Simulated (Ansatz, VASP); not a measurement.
## HPt: VASP beside Ansatz

```
CELL_PARAMETERS angstrom
4.45971 0.00000 0.00000
0.00000 4.45971 0.00000
0.00000 0.00000 4.81174
ATOMIC_POSITIONS crystal
Pt 0.25000 0.25000 0.25000
Pt 0.25000 0.75000 0.75000
Pt 0.75000 0.75000 0.25000
Pt 0.75000 0.25000 0.75000
H 0.00000 0.00000 0.00000
H 0.50000 0.50000 0.50000
H 0.00000 0.00000 0.50000
H 0.50000 0.50000 0.00000
```

Alike in both runs: task single point; functional r2SCAN; k mesh 8 × 8 × 7; no spin polarisation.

|  | VASP | Ansatz |
| --- | --- | --- |
| version | VASP 6.6.1 | Ansatz 0.2.0 |
| potentials or method | VASP PAW PBE potentials, release 64 (Pt, H), cutoff 520 eV | PAW plane waves |
| occupations | fermi-dirac, width 0.1 eV | fermi-dirac |
| valence electrons in the cell | 44 | 76 |

|  | VASP | Ansatz | Ansatz less VASP |
| --- | --- | --- | --- |
| pressure (GPa) | -24.4 | -24.4 | -0.05 |
| traceless stress, the component that is largest in VASP (GPa) | 1.42 | 1.39 | -0.035 |

VASP's potentials were made for PBE, not for r2SCAN. VASP's potentials hold 44 valence electrons a cell and Ansatz's 76, so a difference there can come from the potentials and not from the codes.

Neither program's run includes spin-orbit coupling.
